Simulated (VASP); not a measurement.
Wanted: the native input for a VASP 6.6.1 run.

```
Task                    : single point
Functional              : PBE
Potentials or basis     : VASP PAW PBE potentials, release 64 (Si, Ge_d)
Cutoff                  : 520 eV
k mesh                  : 8 × 8 × 8
Occupations             : gaussian, width 0.1 eV
Spin                    : no spin polarisation
Dipole correction       : no
k mesh for the DOS      : 12 × 12 × 12
Occupations for the DOS : tetrahedron
Further INCAR settings  : ALGO = Fast; EDIFF = 1e-06; NBANDS = 26
```

Crystal: Si5Ge.

```
Si Ge
1.0
     5.69198    0.00000    0.00000
     0.00000    5.69198    0.00000
     0.00000    0.00000    4.83598
Si Ge
5 1
Direct
  0.70287 0.29713 0.50000
  0.29713 0.70287 0.50000
  0.70287 0.70287 0.50000
  0.29713 0.29713 0.50000
  0.00000 0.00000 0.50000
  0.00000 0.00000 0.00000
```

These files were run (other wordings do the same):

POSCAR

```
Si5Ge
1.0
    5.6919780352      0.0000000000      0.0000000000
    0.0000000000      5.6919780352      0.0000000000
    0.0000000000      0.0000000000      4.8359790927
Si Ge
5 1
Direct
    0.7028676134      0.2971323866      0.5000000000
    0.2971323866      0.7028676134      0.5000000000
    0.7028676134      0.7028676134      0.5000000000
    0.2971323866      0.2971323866      0.5000000000
    0.0000000000      0.0000000000      0.5000000000
    0.0000000000      0.0000000000      0.0000000000
```

INCAR.step1

```
ALGO = Fast
EDIFF = 1E-6
ENCUT = 520
GGA = PE
ISIF = 2
ISMEAR = 0
LASPH = T
LCHARG = T
LREAL = F
LWAVE = F
NBANDS = 26
NELM = 60
PREC = Accurate
SIGMA = 0.1
```

KPOINTS.step1

```
k-points
0
Gamma
  8 8 8
```

INCAR.step2

```
ALGO = Fast
EDIFF = 1E-6
ENCUT = 520
GGA = PE
ICHARG = 11
ISIF = 2
ISMEAR = -5
LASPH = T
LCHARG = F
LORBIT = 10
LREAL = F
LWAVE = F
NBANDS = 26
NEDOS = 1001
NELM = 60
PREC = Accurate
SIGMA = 0.1
```

KPOINTS.step2

```
k-points
0
Gamma
  12 12 12
```

Potentials or basis: VASP PAW PBE potentials, release 64 (Si, Ge_d).

Run with:

```console
$ cat potpaw_PBE.64/Si/POTCAR potpaw_PBE.64/Ge_d/POTCAR > POTCAR
$ cp INCAR.step1 INCAR
$ cp KPOINTS.step1 KPOINTS
$ mpirun -np 1 vasp_std > vasp.out
$ cp INCAR.step2 INCAR
$ cp KPOINTS.step2 KPOINTS
$ mpirun -np 1 vasp_std > vasp.out
```

It gave:

```json
{
 "Valence electrons inside the program's atomic spheres": "Si 1.64, 1.61 (each value once); Ge 12.20"
}
```

It took 11 min on 1 thread of Oxide Virtual Turin-like Processor, on a shared host, peak memory 0.68 GiB.
